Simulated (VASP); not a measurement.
InSb3, 4 atoms in the cell. It takes space group Fm-3m (No. 225, cubic). The conventional cell has a = 7.594 Å, b = 7.594 Å, c = 7.594 Å, α = 90.00°, β = 90.00°, γ = 90.00°. In (site symmetry m-3m) has 14 Sb at 3.29 to 3.80 Å within 4.3 Å. Sb (site symmetry -43m) has 4 In at 3.29 Å and 10 Sb at 3.29 to 3.80 Å within 4.3 Å. Within 4.3 Å of Sb (site symmetry m-3m) lie 8 Sb at 3.29 Å and 6 In at 3.80 Å. 

| Item | Value |
| --- | --- |
| Program | VASP 6.6.1 |
| Task | single point |
| Functional | PBEsol |
| Potentials or basis | VASP PAW PBE potentials, release 64 (In_d, Sb) |
| Cutoff | 520 eV |
| k mesh | 10 × 10 × 10 |
| Occupations | gaussian, width 0.1 eV |
| Spin | no spin polarisation |
| Dipole correction | no |
| Further INCAR settings | ALGO = Normal; EDIFF = 1e-06; NBANDS = 22 |

Potentials or basis: VASP PAW PBE potentials, release 64 (In_d, Sb).

Run with:

```sh
$ cat potpaw_PBE.64/In_d/POTCAR potpaw_PBE.64/Sb/POTCAR > POTCAR
$ mpirun -np 1 vasp_std > vasp.out
```

Hardware: 1 thread of Intel Xeon 8259CL, with other jobs on the host.

Problem. Estimate the wall time of this run.

Solution. Run time: 100 s on 1 thread of Intel Xeon 8259CL, with other jobs on the host, peak memory 0.3 GiB. Counts: scf iterations 11, k points 47.
